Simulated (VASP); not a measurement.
Sn, 2 atoms in the cell. Symmetry: Fd-3m, No. 227, cubic system. The conventional cell has a = 6.992 Å, b = 6.992 Å, c = 6.992 Å, α = 90.00°, β = 90.00°, γ = 90.00°. Sn (site symmetry -43m) has 4 Sn at 3.03 Å within 4.0 Å. This isn't the form of Sn at room conditions, which is tetragonal (white tin).

| Item | Value |
| --- | --- |
| Program | VASP 6.6.1 |
| Task | single point |
| Functional | BLYP |
| Potentials or basis | VASP PAW PBE potentials, release 64 (Sn_d) |
| Cutoff | 520 eV |
| k mesh | 13 × 13 × 13 |
| Occupations | fermi-dirac, width 0.1 eV |
| Spin | no spin polarisation |
| Dipole correction | no |
| Further INCAR settings | ALGO = Normal; EDIFF = 1e-07; NBANDS = 21 |

Potentials or basis: VASP PAW PBE potentials, release 64 (Sn_d).

Command:

```sh
$ cat potpaw_PBE.64/Sn_d/POTCAR > POTCAR
$ mpirun -np 1 vasp_std > vasp.out
```

Hardware: 1 thread of AMD EPYC 9R45 96-Core Processor (Zen 5), with other jobs on the host.

Task: How long does it take, and how much memory?

Result: Run time: 79 s on 1 thread of AMD EPYC 9R45 96-Core Processor (Zen 5), on a shared host, peak memory 0.27 GiB. Counts: scf iterations 12, k points 84.
